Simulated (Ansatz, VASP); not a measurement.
## ZnS: VASP beside Ansatz

The input INCAR:

```
PREC = Accurate ; ENCUT = 520
EDIFF = 1E-6 ; ISMEAR = 0
SIGMA = 0.05 ; LREAL = False
LASPH = True ; NELM = 60
ALGO = Normal ; ISIF = 2
LWAVE = False ; LCHARG = True
GGA = PE ; LELF = True
LVHAR = True ; NBANDS = 46
```

Contents of KPOINTS:

```
Automatic mesh
0
Gamma
  12 12 2
```

The input POSCAR:

```
ZnS
1.0
    3.8454929876      0.0000000000      0.0000000000
   -1.9227464938      3.3302946173      0.0000000000
    0.0000000000      0.0000000000     12.6106666232
Zn S
4 4
Direct
    0.3333333333      0.6666666667      0.0026098951
    0.3333333333      0.6666666667      0.5026098951
    0.6521645589      0.3227170537      0.2526098951
    0.6811687744      0.3439496130      0.7526098951
    0.3203844888      0.6571874546      0.1898901049
    0.3462821779      0.6761458788      0.6898901049
    0.6659078410      0.3327778344      0.4398901049
    0.6674254923      0.3338888323      0.9398901049
```

Input for Ansatz:

```yaml
crystal:
  lattice:
    - [3.8454929876, 0.0, 0.0]
    - [-1.9227464938, 3.3302946173, 0.0]
    - [0.0, 0.0, 12.6106666232]
  atoms:
    - { symbol: Zn, position: [0.3333333333, 0.6666666667, 0.0026098951] }
    - { symbol: Zn, position: [0.3333333333, 0.6666666667, 0.5026098951] }
    - { symbol: Zn, position: [0.6521645589, 0.3227170537, 0.2526098951] }
    - { symbol: Zn, position: [0.6811687744, 0.343949613, 0.7526098951] }
    - { symbol: S, position: [0.3203844888, 0.6571874546, 0.1898901049] }
    - { symbol: S, position: [0.3462821779, 0.6761458788, 0.6898901049] }
    - { symbol: S, position: [0.665907841, 0.3327778344, 0.4398901049] }
    - { symbol: S, position: [0.6674254923, 0.3338888323, 0.9398901049] }
basis:
  ecutwfc: 420
kpoints:
  mp_grid: { grid: [12, 12, 2] }
hamiltonian:
  xc: pbe
scf:
  occupations: { method: gaussian, width: 0.05 }
output:
  forces: true
  stress: true
  eigenvalues: true
```

Change from the starting cell: mode 4 (56.2 1/cm) frozen in, largest displacement +0.050 Å.

Alike in both runs: task single point; functional PBE; k mesh 12 × 12 × 2; occupations gaussian, width 0.05 eV; no spin polarisation.

|  | VASP | Ansatz |
| --- | --- | --- |
| version | VASP 6.6.1 | Ansatz 0.2.0 |
| potentials or method | VASP PAW PBE potentials, release 64 (Zn, S), cutoff 520 eV | scalar-relativistic, plane waves, PAW |
| valence electrons in the cell | 72 | 72 |

Ansatz gave:

| Item | Value |
| --- | --- |
| gap on the k mesh at the Fermi level (eV) | 2.08 |
| least direct gap on the mesh (eV) | 2.08 |
| pressure (GPa) | 0.0 |
| rms of the force components (eV/Å) | 0.012 |

**Question.** Which values does VASP return?

**Answer.** gap on the k mesh at the Fermi level (eV): 2.08; least direct gap on the mesh (eV): 2.08; pressure (GPa): 0.1; rms of the force components (eV/Å): 0.012.

Atom by atom the forces differ by 0.000 eV/Å (rms over components). With one functional, cell and mesh, what is left measures potentials, basis and numerics.
